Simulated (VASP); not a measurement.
W3O4:

```
W O
1.0
     4.14915    0.00000    0.00000
     0.00000    4.14915    0.00000
     0.00000    0.00000    4.14915
W O
3 4
Direct
  0.50000 0.50000 0.00000
  0.00000 0.50000 0.50000
  0.50000 0.00000 0.50000
  0.50000 0.50000 0.50000
  0.50000 0.00000 0.00000
  0.00000 0.50000 0.00000
  0.00000 0.00000 0.50000
```

The cell was built from a structure type or drawn by symmetry, and may not be a known phase.

```yaml
Program: VASP 6.6.1
Task: relaxation of cell and atoms
Functional: PBE
Potentials_or_basis: VASP PAW PBE potentials, release 64 (W_sv, O)
Cutoff: 600 eV
k_mesh: 4 × 4 × 4
Occupations: gaussian, width 0.1 eV
Spin: no spin polarisation
```

At the start: pressure 32.0 GPa; volume 10.20 Å³/atom.

**Question.** How do energy, volume and symmetry change on relaxing?

**Answer.** Over 4 steps the energy falls by 97.8 meV/atom and the volume is 11.30 Å³/atom (+10.7 %); space group Pm-3m (No. 221, to 0.1 Å) before and after.

The path:
```
step  energy change (eV)  largest force (eV/Å)  pressure (GPa)  volume (Å³)
   1              0.0000                0.0000           32.00        71.43
   2              1.0324                0.0000          -30.15        94.64
   3             -0.6828                0.0000           -1.47        79.50
   4             -0.6849                0.0000           -0.17        79.09
```

Final structure:
```
CELL_PARAMETERS angstrom
4.29255 0.00000 0.00000
0.00000 4.29255 0.00000
0.00000 0.00000 4.29255
ATOMIC_POSITIONS crystal
W 0.50000 0.50000 0.00000
W 0.00000 0.50000 0.50000
W 0.50000 0.00000 0.50000
O 0.50000 0.50000 0.50000
O 0.50000 0.00000 0.00000
O 0.00000 0.50000 0.00000
O 0.00000 0.00000 0.50000
```

Caveat: the k points lie up to 0.37 Å⁻¹ apart in the final cell, too coarse for converged energies and pressures of a metal.
